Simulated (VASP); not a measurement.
Crystal: SiGeS3.

```xyz
5
Lattice="5.2031 0.0000 0.0000 -2.6015 4.5060 0.0000 0.0000 0.0000 4.6818" Properties=species:S:1:pos:R:3 pbc="T T T"
Si    0.0000    0.0000    0.0000
Ge    0.0000    3.0040    2.3409
S     1.2619    2.2754    0.0000
S     0.0000    4.4612    0.0000
S    -1.2619    2.2754    0.0000
```

```yaml
Program: VASP 6.6.1
Task: relaxation of cell and atoms
Functional: PBE
Potentials_or_basis: VASP PAW PBE potentials, release 64 (Si, Ge_d, S)
Cutoff: 600 eV
k_mesh: 6 × 6 × 4
Occupations: gaussian, width 0.1 eV
Spin: no spin polarisation
```

At the start: pressure 3.6 GPa; volume 21.95 Å³/atom.

Where does the relaxation end?

Over 22 steps the energy falls by 305.7 meV/atom and the volume is 20.61 Å³/atom (-6.1 %); space group P-6m2 (No. 187, to 0.05 Å).

Step by step:
```
step  energy change (eV)  largest force (eV/Å)  pressure (GPa)  volume (Å³)
   1              0.0000                0.7273            3.57       109.77
   2             -0.3011                0.2943           -0.57       117.60
   3             -0.3288                0.1165           -2.10       121.20
   4             -0.4220                0.1088           -1.44       117.52
   5             -0.5132                0.1215           -0.03       111.23
   6             -0.6133                0.0644            3.86        98.15
   7             -0.6076                0.1413            1.61       103.06
   8             -0.6230                0.0024            3.06        99.58
   9             -0.6920                0.0160            2.15       100.00
  10             -0.7838                0.7126           -0.15       100.33
  11             -0.9248                0.7563           -0.58       100.45
  12             -1.1840                0.7465           -0.58       100.34
  13             -1.4947                0.2120            2.88        99.23
  14             -1.4738                0.1330            1.44        99.62
  15             -1.5007                0.1925            2.44        99.35
  16             -1.3871                0.1192            1.78       103.42
  17             -1.5066                0.1361            2.23       100.06
  18             -1.5260                0.1417           -0.39       103.36
  19             -1.5270                0.0959            0.04       102.75
  20             -1.5270                0.0911            0.10       102.69
  21             -1.5278                0.0567            0.09       102.83
  22             -1.5283                0.0000            0.10       103.05
```

Final structure:
```yaml
crystal:
  lattice:
    - [6.61178, 0.00000, 0.00000]
    - [-3.30589, 5.72597, 0.00000]
    - [0.00000, 0.00000, 2.72204]
  atoms:
    - { symbol: Si, position: [0.00000, 0.00000, 0.00000] }
    - { symbol: Ge, position: [0.33333, 0.66667, 0.50000] }
    - { symbol: S, position: [0.50772, 0.49228, 0.00000] }
    - { symbol: S, position: [0.50772, 0.01544, 0.00000] }
    - { symbol: S, position: [0.98456, 0.49228, 0.00000] }
```
